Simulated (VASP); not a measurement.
Write the native input for VASP 6.6.1 that does the following.

```yaml
Task: single point
Functional: PBE
Dispersion: D3(BJ)
Potentials_or_basis: VASP PAW PBE potentials, release 64 (In_d, As)
Cutoff: 520 eV
k_mesh: 12 × 12 × 12
Occupations: gaussian, width 0.15 eV
Spin: no spin polarisation
Dipole_correction: no
Further_INCAR_settings: ALGO = Fast; EDIFF = 1e-07; NBANDS = 30
```

The structure of In3As lies in POSCAR:

```
In3As
1.0
    4.6021353856      0.0000000000      0.0000000000
    0.0000000000      4.6021353856      0.0000000000
    0.0000000000      0.0000000000      4.6021353856
In As
3 1
Direct
    0.0000000000      0.5000000000      0.5000000000
    0.5000000000      0.0000000000      0.5000000000
    0.5000000000      0.5000000000      0.0000000000
    0.0000000000      0.0000000000      0.0000000000
```

The input as run:

INCAR

```
PREC = Accurate ; ENCUT = 520
EDIFF = 1E-7 ; ISMEAR = 0
SIGMA = 0.15 ; LREAL = F
LASPH = T ; NELM = 60
ALGO = Fast ; ISIF = 2
LWAVE = F ; LCHARG = T
GGA = PE ; IVDW = 12
LELF = T ; LVHAR = T
NBANDS = 30
```

KPOINTS

```
Automatic mesh
0
Gamma
  12 12 12
```

Potentials or basis: VASP PAW PBE potentials, release 64 (In_d, As).

Launch:

```console
$ cat potpaw_PBE.64/In_d/POTCAR potpaw_PBE.64/As/POTCAR > POTCAR
$ mpirun -np 1 vasp_std > vasp.out
```

Results of the run:

```
Pressure                   : 0.0 GPa
Band gap on the k mesh     : zero (bands 22 and 23 overlap by 4.12 eV)
Dispersion energy per atom : -0.365 eV
```

Caveat: spin-orbit coupling is left out, which moves the levels of the heavy elements.

It took 120 s on 1 thread of Intel(R) Xeon(R) 6975P-C (Granite Rapids), with other jobs on the host, peak memory 0.34 GiB.
